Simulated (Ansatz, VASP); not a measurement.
**Two plane-wave programs on C**

```
C
1.0
     2.45766    0.00000    0.00000
    -1.22883    2.12839    0.00000
     0.00000    0.00000    3.52948
C
2
Direct
  0.32520 0.66667 0.98224
  0.67480 0.33333 0.01776
```

Change from the starting cell: mode 4 frozen in at -0.063 Å and mode 5 at -0.020 Å (largest displacements).

Alike in both runs: task single point; functional PBEsol; dispersion D3(BJ); k mesh 21 × 21 × 12; occupations gaussian, width 0.15 eV; no spin polarisation.

```csv
,VASP,Ansatz
version,VASP 6.6.1,Ansatz 0.2.0
potentials or method,"VASP PAW PBE potentials, release 64 (C), cutoff 520 eV","scalar-relativistic, plane waves, PAW"
valence electrons in the cell,8,8
```

|  | VASP | Ansatz | Ansatz less VASP |
| --- | --- | --- | --- |
| gap on the k mesh at the Fermi level (eV) | none | none | - |
| pressure (GPa) | 0.4 | -0.3 | -0.68 |
| traceless stress, the component that is largest in VASP (GPa) | 4.18 | 4.09 | -0.095 |
| rms of the force components (eV/Å) | 1.732 | 1.734 | +0.0024 |

VASP's potentials were made for PBE, not for PBEsol, and Ansatz warns of the same on its side. Atom by atom the forces differ by 0.008 eV/Å (rms over components). A gap of «none» marks a metal or a gap that the smearing closes.
